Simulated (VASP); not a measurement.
Write the native input for VASP 6.6.1 that does the following.

```
Task                   : single point
Functional             : PBEsol
Potentials or basis    : VASP PAW PBE potentials, release 64 (Nb_sv, Sc_sv)
Cutoff                 : 520 eV
k mesh                 : 10 × 10 × 5
Occupations            : fermi-dirac, width 0.05 eV
Spin                   : no spin polarisation
Dipole correction      : no
Further INCAR settings : ALGO = Fast; EDIFF = 1e-06; NBANDS = 19
```

The structure of ScNb lies in POSCAR:

```
ScNb
1.0
    3.0079361646      0.0000000000      0.0000000000
   -1.5039680823      2.6049491315      0.0000000000
    0.0000000000      0.0000000000      4.9676436277
Nb Sc
1 1
Direct
    0.3333333333      0.6666666667      0.5000000000
    0.0000000000      0.0000000000      0.0000000000
```

One way to write it, as run:

INCAR

```
SYSTEM = ScNb
ALGO = Fast
EDIFF = 1E-6
ENCUT = 520
GGA = PS
ISIF = 2
ISMEAR = -1
LASPH = .TRUE.
LCHARG = .FALSE.
LREAL = .FALSE.
LWAVE = .FALSE.
NBANDS = 19
NELM = 100
PREC = Accurate
SIGMA = 0.05
```

KPOINTS

```
k-points
0
G
  10 10 5
  0 0 0
```

Potentials or basis: VASP PAW PBE potentials, release 64 (Nb_sv, Sc_sv).

Run with:

```sh
$ cat potpaw_PBE.64/Nb_sv/POTCAR potpaw_PBE.64/Sc_sv/POTCAR > POTCAR
$ mpirun -np 1 vasp_std > vasp.out
```

Results of the run:

```yaml
Pressure: 2.0 GPa
Band_gap_on_the_k_mesh: zero (bands 12 and 13 overlap by 0.89 eV)
```

Caveat: the PAW data sets were made with another functional, which shifts forces and pressure a little.

Wall time 100 s on 1 thread of Intel Xeon 8259CL (shared host), peak memory 0.18 GiB.
